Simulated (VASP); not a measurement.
Write the native input for VASP 6.6.1 that does the following.

```
Task                   : relaxation of cell and atoms
Functional             : BLYP
Potentials or basis    : VASP PAW PBE potentials, release 64 (Hf_pv, In_d, Si, O)
Cutoff                 : 600 eV
k mesh                 : 4 × 4 × 3
Occupations            : fermi-dirac, width 0.05 eV
Spin                   : no spin polarisation
Dipole correction      : no
Further INCAR settings : ALGO = Normal; EDIFF = 1e-06; IBRION = 2; EDIFFG = -0.01; NSW = 60; ISIF = 3
```

The structure of HfIn4SiO6 lies in POSCAR:

```
HfIn4SiO6
1.0
    2.7158500000     -4.7035700000      0.0083300000
    2.7158500000      4.7035700000      0.0083300000
   -1.8791500000      0.0000000000      7.4012700000
Hf In Si O
1 4 1 6
Direct
    0.7883500000      0.2116500000      0.0000000000
    0.6217500000      0.3782500000      0.5000000000
    0.4550200000      0.5449800000      0.0000000000
    0.2840700000      0.7159300000      0.5000000000
    0.9581400000      0.0418600000      0.5000000000
    0.1216800000      0.8783200000      0.0000000000
    0.0621900000      0.1141500000      0.8666600000
    0.8858500000      0.9378100000      0.1333400000
    0.7949000000      0.5378400000      0.8666300000
    0.4621600000      0.2051000000      0.1333700000
    0.1535200000      0.6287900000      0.1333300000
    0.3712100000      0.8464800000      0.8666700000
```

These files were run (other wordings do the same):

INCAR

```
SYSTEM = HfIn4SiO6
PREC = Accurate ; ENCUT = 600
EDIFF = 1E-6 ; ISMEAR = -1
SIGMA = 0.05 ; LREAL = .FALSE.
LASPH = .TRUE. ; NELM = 100
ALGO = Normal ; ISIF = 3
LWAVE = .FALSE. ; LCHARG = .FALSE.
GGA = B5 ; ALDAX = 1.0
AGGAX = 1.0 ; AGGAC = 1.0
ALDAC = 0.0 ; IBRION = 2
NSW = 60 ; EDIFFG = -0.01
```

KPOINTS

```
Automatic mesh
0
G
  4 4 3
  0 0 0
```

Potentials or basis: VASP PAW PBE potentials, release 64 (Hf_pv, In_d, Si, O).

Command:

```bash
$ cat potpaw_PBE.64/Hf_pv/POTCAR potpaw_PBE.64/In_d/POTCAR potpaw_PBE.64/Si/POTCAR potpaw_PBE.64/O/POTCAR > POTCAR
$ mpirun -np 1 vasp_std > vasp.out
```

It gave:

```yaml
Relaxed_volume: 16.44 Å³/atom
Relaxed_cell: a = 5.487 Å, b = 5.487 Å, c = 7.793 Å, α = 96.87°, β = 96.87°, γ = 120.00°
Space_group_after_relaxing_to_0.1_Å: C2 (No. 5)
Energy_gained_by_relaxing: 6.9 meV/atom
Ionic_steps: 12
Pressure_after_relaxing: -0.1 GPa
Largest_force_after_relaxing: 0.007 eV/Å
Band_gap_on_the_k_mesh: zero (bands 51 and 52 overlap by 0.96 eV)
```

Caveat: the PAW data sets were made with another functional, which shifts forces and pressure a little; spin-orbit coupling is left out, which moves the levels of the heavy elements.

It took 26 min on 1 thread of Intel(R) Xeon(R) 6975P-C (Granite Rapids), with other jobs on the host, peak memory 0.55 GiB.
